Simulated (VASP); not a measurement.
# MoS2 (R3m) in VASP: further runs

The runs below take MoS2 through single point, with PBE.

Everything below comes from runs of VASP 6.6.1. Logs are shortened: lines on timing, memory, paths and dates and some standing lists are left out, and cuts for length are marked.

## (1) The cell of the first run

The structure is trigonal, space group R3m (No. 160). The conventional cell has a = 3.163 Å, b = 3.163 Å, c = 17.819 Å, α = 90.00°, β = 90.00°, γ = 120.00°. Within 3.1 Å of Mo (site symmetry 3m) lie 6 S at 2.34 Å. Within 3.1 Å of S (site symmetry 3m) lie 3 Mo at 2.34 Å and 1 S at 2.91 Å. Within 3.1 Å of S (site symmetry 3m) lie 3 Mo at 2.34 Å and 1 S at 2.91 Å.

## (2) Single point, PBE (zz strain of -3 %)

INCAR reads:

```
SYSTEM = MoS2
ALGO = Normal
EDIFF = 1E-7
ENCUT = 520
GGA = PE
ISIF = 2
ISMEAR = -1
LASPH = .TRUE.
LCHARG = .FALSE.
LREAL = .FALSE.
LWAVE = .FALSE.
NBANDS = 20
NELM = 100
PREC = Accurate
SIGMA = 0.05
```

KPOINTS reads:

```
k-points
0
G
  13 13 13
  0 0 0
```

POSCAR reads:

```
MoS2
1.0
    1.5815003568      0.9130796567      5.9396301000
   -1.5815003568      0.9130796567      5.9396301000
    0.0000000000     -1.8261593134      5.9396301000
Mo S
1 2
Direct
    0.0000000000      0.0000000000      0.0000000000
    0.7484000000      0.7484000000      0.7484000000
    0.5849000000      0.5849000000      0.5849000000
```

Potentials or basis: VASP PAW PBE potentials, release 64 (Mo_sv, S).

Launch:

```bash
> cat potpaw_PBE.64/Mo_sv/POTCAR potpaw_PBE.64/S/POTCAR > POTCAR
> mpirun -np 1 vasp_std > vasp.out
```

OUTCAR:

```text
SYSTEM = MoS2
   EDIFF = 1E-7
   ENCUT = 520
   GGA = PE
   ISIF = 2
   ISMEAR = -1
   LASPH = .TRUE.
   LREAL = .FALSE.
   NELM = 100
   PREC = Accurate

 ion  position               nearest neighbor table
   1  0.000  0.000  0.000-   2 2.34   2 2.34   2 2.34   3 2.34   3 2.34   3 2.34
   2  0.748  0.748  0.748-   1 2.34   1 2.34   1 2.34
   3  0.585  0.585  0.585-   1 2.34   1 2.34   1 2.34

  LATTYP: Found a trigonal (rhomboedric) cell.
 ALAT       =     6.2140215290
 COS(alpha) =     0.8704542777

  Lattice vectors:

 A1 = (   1.5815003568,   0.9130796567,   5.9396301000)
 A2 = (  -1.5815003568,   0.9130796567,   5.9396301000)
 A3 = (   0.0000000000,  -1.8261593134,   5.9396301000)

Analysis of symmetry for initial positions (statically):
=====================================================================
 Subroutine PRICEL returns:
 Original cell was already a primitive cell.

 Routine SETGRP: Setting up the symmetry group for a
 trigonal (rhombohedral) supercell.

 Subroutine GETGRP returns: Found  6 space group operations
 (whereof  6 operations were pure point group operations)
 out of a pool of 12 trial point group operations.

The static configuration has the point symmetry C_3v.

Analysis of symmetry for dynamics (positions and initial velocities):
=====================================================================
 Subroutine PRICEL returns:
 Original cell was already a primitive cell.

 Routine SETGRP: Setting up the symmetry group for a
 trigonal (rhombohedral) supercell.

 Subroutine GETGRP returns: Found  6 space group operations
 (whereof  6 operations were pure point group operations)
 out of a pool of 12 trial point group operations.

The dynamic configuration has the point symmetry C_3v.

 Subroutine INISYM returns: Found  6 space group operations
 (whereof  6 operations are pure point group operations),
 and found     1 'primitive' translations

----------------------------------------------------------------------------------------

                                     Primitive cell

  volume of cell :      51.4622

  direct lattice vectors                    reciprocal lattice vectors
     1.581500357  0.913079657  5.939630100     0.316155477  0.182532450  0.056120218
    -1.581500357  0.913079657  5.939630100    -0.316155477  0.182532450  0.056120218
     0.000000000 -1.826159313  5.939630100     0.000000000 -0.365064900  0.056120218

  length of vectors
     6.214021529  6.214021529  6.214021529     0.369353299  0.369353299  0.369353299

  position of ions in fractional coordinates (direct lattice)
     0.000000000  0.000000000  0.000000000
     0.748400000  0.748400000  0.748400000
     0.584900000  0.584900000  0.584900000

  ion indices of the primitive-cell ions
   primitive index   ion index
                 1           1
                 2           2
                 3           3

----------------------------------------------------------------------------------------

 KPOINTS: k-points

Automatic generation of k-mesh.
 Grid dimensions read from file:
 generate k-points for:   13   13   13

 Generating k-lattice:

  Cartesian coordinates                     Fractional coordinates (reciprocal lattice)
     0.024319652  0.014040958  0.004316940     0.076923077  0.000000000  0.000000000
    -0.024319652  0.014040958  0.004316940     0.000000000  0.076923077  0.000000000
     0.000000000 -0.028081915  0.004316940     0.000000000  0.000000000  0.076923077

  Length of vectors
     0.028411792  0.028411792  0.028411792

  Shift w.r.t. Gamma in fractional coordinates (k-lattice)
     0.000000000  0.000000000  0.000000000

 Subroutine IBZKPT returns following result:
 ===========================================

 Found    231 irreducible k-points:

 Following reciprocal coordinates:
            Coordinates               Weight
  0.000000  0.000000  0.000000      1.000000
  0.076923 -0.000000  0.000000      6.000000
  0.153846  0.000000  0.000000      6.000000
  0.230769  0.000000  0.000000      6.000000
  0.307692  0.000000  0.000000      6.000000
  0.384615  0.000000  0.000000      6.000000
[... 16 lines left out ...]
  0.384615  0.153846  0.000000     12.000000
  0.461538  0.153846 -0.000000     12.000000
 [... further k-points ...]
   k-points           NKPTS =    231   k-points in BZ     NKDIM =    231   number of bands    NBANDS=     20
   number of dos      NEDOS =    301   number of ions     NIONS =      3
   total plane-waves  NPLWV = 110592
   dimension x,y,z NGX =    48 NGY =   48 NGZ =   48
   dimension x,y,z NGXF=    96 NGYF=   96 NGZF=   96
   ions per type =               1   2
   NGX,Y,Z   is equivalent  to a cutoff of  12.84, 12.84, 12.84 a.u.
   NGXF,Y,Z  is equivalent  to a cutoff of  25.68, 25.68, 25.68 a.u.
 SYSTEM =  MoS2
   PREC   = accura    normal or accurate (medium, high low for compatibility)
   ISTART =      0    job   : 0-new  1-cont  2-samecut
   ICHARG =      2    charge: 1-file 2-atom 10-const
   ISPIN  =      1    spin polarized calculation?
   LNONCOLLINEAR =      F non collinear calculations
   LSORBIT =      F    spin-orbit coupling
   LASPH  =      T    aspherical Exc in radial PAW
   ENCUT  =  520.0 eV  38.22 Ry    6.18 a.u.  11.55 11.55 11.55*2*pi/ulx,y,z
   NELM   =    100;   NELMIN=  2; NELMDL= -5     # of ELM steps
   EDIFF  = 0.1E-06   stopping-criterion for ELM
   LREAL  =      F    real-space projection
   EDIFFG = 0.1E-05   stopping-criterion for IOM
   NSW    =      0    number of steps for IOM
   IBRION =     -1    ionic relax: 0-MD 1-quasi-New 2-CG
   NFREE  =      0    steps in history (QN), initial steepest desc. (CG)
   ISIF   =      2    stress and relaxation
   ISYM   =      2    0-nonsym 1-usesym 2-fastsym
   POTIM  = 0.5000    time-step for ionic-motion
   TEBEG  =    0.0;   TEEND  =   0.0 temperature during run
   PSTRESS=    0.0 pullay stress
   NELECT =      26.0000    total number of electrons
   NUPDOWN=      -1.0000    fix difference up-down
   EMIN   =  10.00;   EMAX   =-10.00  energy-range for DOS
   EFERMI =   0.00;   METHOD = LEGACY
   ISMEAR =    -1;   SIGMA  =   0.05  broadening in eV -4-tet -1-fermi 0-gaus
   EFERMI_NEDOS =   21; number of points for ismear=-14 and -15
   IALGO  =     38    algorithm
   IMIX   =      4    mixing-type and parameters
     AMIX     =   0.40;   BMIX     =  1.00
     AMIX_MAG =   1.60;   BMIX_MAG =  1.00
  volume/ion in A,a.u.               =      17.15       115.76
  Fermi-wavevector in a.u.,A,eV,Ry     =   1.303876  2.463969 23.131177  1.700094
  Thomas-Fermi vector in A             =   2.434849
   LORBIT       =      0    0 simple, 1 ext, 2 COOP (PROOUT), +10 PAW based schemes
   GGA     = PE    functional components
   LHFCALC =     F    Hartree Fock is set to
   AEXX    =    0.0000 exact exchange contribution
   IVDW    =     0    specifies the selected vdW correction
   LEPSILON=     F    determine dielectric tensor
   LRPA    =     F    only Hartree local field effects (RPA)
 non-spin polarized calculation
  energy-cutoff  :      520.00
  volume of cell :       51.46
 maximum number of plane-waves:      1407
   NGX = 23   NGY = 23   NGZ = 23

 number of electron      25.9999999 magnetization

 Free energy of the ion-electron system (eV)
  ---------------------------------------------------
  ext. energy  EPLUGINS =         0.00000000
  ---------------------------------------------------
  free energy    TOTEN  =       -21.53741486 eV

  energy without entropy =      -21.53722257  energy(sigma->0) =      -21.53731871

 E-fermi :   8.5542     XC(G=0): -10.9561

 val. band max:        8.4639600489   @ k =   0.4615   0.4615   0.4615
 cond. band min:       8.8064917824   @ k =  -0.3077   0.3077   0.0000
 fundamental gap:      0.3425317335
 Fermi energy:         8.5541772598

 k-point     1 :       0.0000    0.0000    0.0000
  band No.  band energies     occupation
      1     -53.4713      2.00000
      2     -27.6611      2.00000
      3     -27.4622      2.00000
      4     -27.4622      2.00000
      5      -7.3475      2.00000
      6      -5.2571      2.00000
[... 12 lines left out ...]
     19      16.2590      0.00000
     20      16.8266      0.00000

 k-point     2 :       0.0769   -0.0000    0.0000
  band No.  band energies     occupation
      1     -53.4688      2.00000
      2     -27.6560      2.00000
      3     -27.4876      2.00000
      4     -27.4678      2.00000
      5      -7.2524      2.00000
      6      -5.2393      2.00000
[... 12 lines left out ...]
     19      16.6330      0.00000
     20      16.8958      0.00000

 k-point     3 :       0.1538    0.0000    0.0000
  band No.  band energies     occupation
      1     -53.4619      2.00000
      2     -27.6418      2.00000
      3     -27.5576      2.00000
      4     -27.4835      2.00000
      5      -6.9803      2.00000
      6      -5.1879      2.00000
[... 12 lines left out ...]
     19      16.7937      0.00000
     20      17.3149      0.00000

 k-point     4 :       0.2308    0.0000    0.0000
  band No.  band energies     occupation
      1     -53.4522      2.00000
      2     -27.6549      2.00000
      3     -27.6218      2.00000
      4     -27.5055      2.00000
      5      -6.5714      2.00000
      6      -5.1103      2.00000
[... 12 lines left out ...]
     19      16.5682      0.00000
     20      17.1950      0.00000

 k-point     5 :       0.3077    0.0000    0.0000
  band No.  band energies     occupation
      1     -53.4419      2.00000
      2     -27.7566      2.00000
      3     -27.6004      2.00000
      4     -27.5288      2.00000
      5      -6.0948      2.00000
      6      -5.0207      2.00000
[... 12 lines left out ...]
     19      15.8340      0.00000
     20      16.4584      0.00000

 k-point     6 :       0.3846    0.0000    0.0000
  band No.  band energies     occupation
      1     -53.4334      2.00000
      2     -27.8397      2.00000
      3     -27.5826      2.00000
      4     -27.5479      2.00000
      5      -5.6528      2.00000
      6      -4.9410      2.00000
[... 12 lines left out ...]
     19      15.2731      0.00000
     20      15.9792      0.00000

 k-point     7 :       0.4615    0.0000    0.0000
  band No.  band energies     occupation
      1     -53.4285      2.00000
      2     -27.8861      2.00000
      3     -27.5726      2.00000
      4     -27.5587      2.00000
      5      -5.3759      2.00000
      6      -4.8954      2.00000
[... 12 lines left out ...]
     19      15.0733      0.00000
     20      15.8764      0.00000
[... 277 lines left out ...]
 k-point    20 :       0.1538    0.1538    0.0000
  band No.  band energies     occupation
      1     -53.4619      2.00000
      2     -27.6418      2.00000
      3     -27.5576      2.00000
      4     -27.4835      2.00000
      5      -6.9654      2.00000
      6      -5.2172      2.00000
[... 12 lines left out ...]
     19      16.8928      0.00000
     20      17.2450      0.00000

 k-point    21 :       0.2308    0.1538    0.0000
  band No.  band energies     occupation
      1     -53.4558      2.00000
      2     -27.6293      2.00000
      3     -27.6150      2.00000
      4     -27.5013      2.00000
      5      -6.7060      2.00000
      6      -5.1784      2.00000
[... 12 lines left out ...]
     19      16.9314      0.00000
     20      17.0293      0.00000

 k-point    22 :       0.3077    0.1538    0.0000
  band No.  band energies     occupation
      1     -53.4473      2.00000
      2     -27.6892      2.00000
      3     -27.6115      2.00000
      4     -27.5323      2.00000
      5      -6.3222      2.00000
      6      -5.1061      2.00000
[... 12 lines left out ...]
     19      16.7602      0.00000
     20      17.1145      0.00000

 k-point    23 :       0.3846    0.1538    0.0000
  band No.  band energies     occupation
      1     -53.4381      2.00000
      2     -27.7642      2.00000
      3     -27.5926      2.00000
      4     -27.5679      2.00000
      5      -5.8819      2.00000
      6      -5.0122      2.00000
[... 12 lines left out ...]
     19      16.2904      0.00000
     20      16.9673      0.00000

 k-point    24 :       0.4615    0.1538   -0.0000
  band No.  band energies     occupation
      1     -53.4305      2.00000
      2     -27.8247      2.00000
      3     -27.5984      2.00000
      4     -27.5768      2.00000
      5      -5.4835      2.00000
      6      -4.9194      2.00000
[... 12 lines left out ...]
     19      16.1516      0.00000
     20      16.8019      0.00000

 [... further k-points ...]
[... 5 lines left out ...]
  --------------------------------------------------------------------------------------
  -------------------------------------------------------------------------------------
  Total        3.4815047      3.4815047      7.6156812      0.0000000      0.0000000      0.0000000
  in kB      108.3899347    108.3899347    237.0995492      0.0000000      0.0000000      0.0000000
  external PRESSURE =     151.2931395 kB  Pullay stress =       0.0000000 kB

 VOLUME and BASIS-vectors are now :
 -----------------------------------------------------------------------------
  energy-cutoff  :      520.00
  volume of cell :       51.46
      direct lattice vectors                 reciprocal lattice vectors
     1.581500357  0.913079657  5.939630100     0.316155477  0.182532450  0.056120218
    -1.581500357  0.913079657  5.939630100    -0.316155477  0.182532450  0.056120218
     0.000000000 -1.826159313  5.939630100     0.000000000 -0.365064900  0.056120218

 POSITION                                       TOTAL-FORCE (eV/Angst)
 -----------------------------------------------------------------------------------
      0.00000      0.00000      0.00000         0.000000     -0.000000     -0.003285
      0.00000      0.00000     13.33566         0.000000      0.000000      2.288607
      0.00000      0.00000     10.42227         0.000000     -0.000000     -2.285322
 -----------------------------------------------------------------------------------
    total drift:                                0.000000      0.000000      0.000018

  FREE ENERGIE OF THE ION-ELECTRON SYSTEM (eV)
  ---------------------------------------------------
  free  energy   TOTEN  =       -21.5374148576 eV

  energy  without entropy=      -21.5372225719  energy(sigma->0) =      -21.53731871
```

Run time: 4.8 min. Hardware: 1 thread of Intel Xeon 6975P-C (Granite Rapids), shared host; peak memory 0.46 GiB.

Results:

| Item | Value |
| --- | --- |
| Free energy | -21.5374 eV |
| Pressure | 15.1 GPa |
| Largest force | 2.289 eV/Å |
| Band gap on the k mesh | 0.34 eV, indirect (least direct gap 1.75 eV) |

Forces in eV/Å, atoms in the order of the input:
```
Mo   0.000  0.000 -0.003
S    0.000  0.000  2.289
S    0.000  0.000 -2.285
```

Caveat: the cell differs from its parent crystal (zz strain of -3 %); forces of over 1 eV/Å act on the atoms, so gaps and moduli don't describe the material at rest. A k mesh can miss the band edges.

(Part 1 of 2 ends here.)
